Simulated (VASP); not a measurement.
# Pd3S2: single point with PBE

The system is Pd3S2.

```
CELL_PARAMETERS angstrom
4.14831 0.00000 0.00000
-2.07416 3.59254 0.00000
0.00000 0.00000 5.44727
ATOMIC_POSITIONS crystal
Pd 0.00000 0.00000 0.00000
Pd 0.33333 0.66667 0.65228
Pd 0.66667 0.33333 0.34772
S 0.33333 0.66667 0.21138
S 0.66667 0.33333 0.78862
```

```
Program             : VASP 6.6.1
Task                : single point
Functional          : PBE
Potentials or basis : VASP PAW PBE potentials, release 64 (Pd, S)
Cutoff              : 520 eV
k mesh              : 12 × 12 × 8
Occupations         : gaussian, width 0.1 eV
Spin                : no spin polarisation
```

```json
{
 "Pressure": "-0.1 GPa",
 "Band gap on the k mesh": "zero (band 21 reaches 9.17 eV, above the bottom of band 22 at 7.74 eV)"
}
```

Forces on the atoms (eV/Å):
```
Pd   0.000  0.000  0.000
Pd   0.000  0.000  0.002
Pd   0.000  0.000 -0.002
S    0.000  0.000  0.000
S    0.000  0.000  0.000
```

Levels at points of the mesh, in eV from the Fermi level:
```csv
k point,band 17,band 18,band 19,band 20,band 21,band 22,band 23,band 24,band 25,band 26
"(0.00, 0.00, 0.00)",-1.74,-1.39,-0.60,0.29,0.29,0.87,1.06,1.06,2.58,6.01
"(0.50, 0.00, 0.00)",-2.03,-1.72,-1.11,-1.03,-0.86,0.07,1.31,3.76,3.80,5.97
"(0.00, 0.00, 0.50)",-0.81,-0.81,0.24,0.24,0.60,1.49,1.49,2.78,3.57,4.59
"(0.50, 0.00, 0.50)",-1.93,-1.65,-0.73,-0.22,-0.20,0.22,0.92,3.61,3.92,6.47
```

Wall time 2.9 min on 1 thread of Intel Xeon 6975P-C (shared host), peak memory 0.38 GiB.
